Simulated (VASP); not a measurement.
Runs of VASP 6.6.1 on ZnS. The structure is that of space group F-43m (No. 216), or close to it. The cells are those of the table. 

| level | cell | k mesh | gap on the mesh (eV) | pressure (GPa) |
| --- | --- | --- | --- | --- |
| PBE | a = 3.825 Å, angles 60.0°, 2 atoms | 12 × 12 × 12 | 2.10 | 1.5 |
| r2SCAN+D4 | a = 3.846 Å, angles 60.0°, 2 atoms | 8 × 8 × 8 | 2.58 | -2.9 |
| r2SCAN+D4 | a = 3.810 Å, angles 60.0°, 2 atoms | 8 × 8 × 8 | 2.71 | -0.9 |
| revPBE | a = 3.910 Å, angles 60.0°, 2 atoms | 8 × 8 × 8 | 1.94 | -1.1 |
| PBE+D3(BJ) | a = 3.826 Å, angles 60.0°, 2 atoms | 8 × 8 × 8 | 2.10 | -1.3 |
| r2SCAN | a = 3.818 Å, angles 60.0°, 2 atoms | 8 × 8 × 8 | (a) | -0.4 |
| PBE+D3(BJ) | a = 3.801 Å, angles 60.0°, 2 atoms | 8 × 8 × 8 | (d) | 0.2 |
| r2SCAN | a = 3.811 Å, angles 60.0°, 2 atoms | 8 × 8 × 8 | 2.71 | (c) |
| PBE+D3(BJ) | a = 3.750 Å, angles 60.0°, 2 atoms | 8 × 8 × 8 | 2.37 | 3.6 |
| revPBE | a = 3.884 Å, angles 60.0°, 2 atoms | 8 × 8 × 8 | (b) | 0.1 |
| r2SCAN | a = 3.836 Å, angles 60.0°, 2 atoms | 8 × 8 × 8 | 2.62 | -1.5 |
| PBE+D3(BJ) | a = 3.851 Å, angles 60.0°, 2 atoms | 8 × 8 × 8 | 2.01 | -2.6 |

Alike in all rows: task single point; potentials or basis VASP PAW PBE potentials, release 64 (Zn, S); no spin polarisation; cutoff (eV) 520; smearing gaussian 0.05 eV.

Problem. Estimate the missing entries.

Solution. (a) 2.69; (b) 2.03; (c) 0.0; (d) 2.18.

Caveats: the PAW data sets were made with another functional, which shifts forces and pressure a little (some runs).

A k mesh can miss the band edges.
